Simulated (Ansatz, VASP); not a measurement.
## Two plane-wave programs on ScAl

```
Sc Al
1.0
     3.34440    0.00000    0.00000
     0.00000    3.34440    0.00000
     0.00000    0.00000    3.34440
Sc Al
1 1
Direct
  0.50000 0.50000 0.50000
  0.00000 0.00000 0.00000
```

Alike in both runs: functional PBEsol; k mesh 12 × 12 × 12; occupations gaussian, width 0.1 eV; no spin polarisation.

Ansatz relaxed the structure, and its values are those at the end. VASP's run is a single point on that final structure, the one shown.

|  | VASP | Ansatz |
| --- | --- | --- |
| version | VASP 6.6.1 | Ansatz 0.2.0 |
| potentials or method | VASP PAW PBE potentials, release 64 (Sc_sv, Al), cutoff 520 eV | scalar-relativistic, plane waves, PAW |
| valence electrons in the cell | 14 | 14 |

|  | VASP | Ansatz | Ansatz less VASP |
| --- | --- | --- | --- |
| gap on the k mesh at the Fermi level (eV) | none | none | - |
| pressure (GPa) | 0.2 | 0.0 | -0.16 |

VASP's potentials were made for PBE, not for PBEsol. A gap of «none» marks a metal or a gap that the smearing closes. With one functional, cell and mesh, what is left measures potentials, basis and numerics.
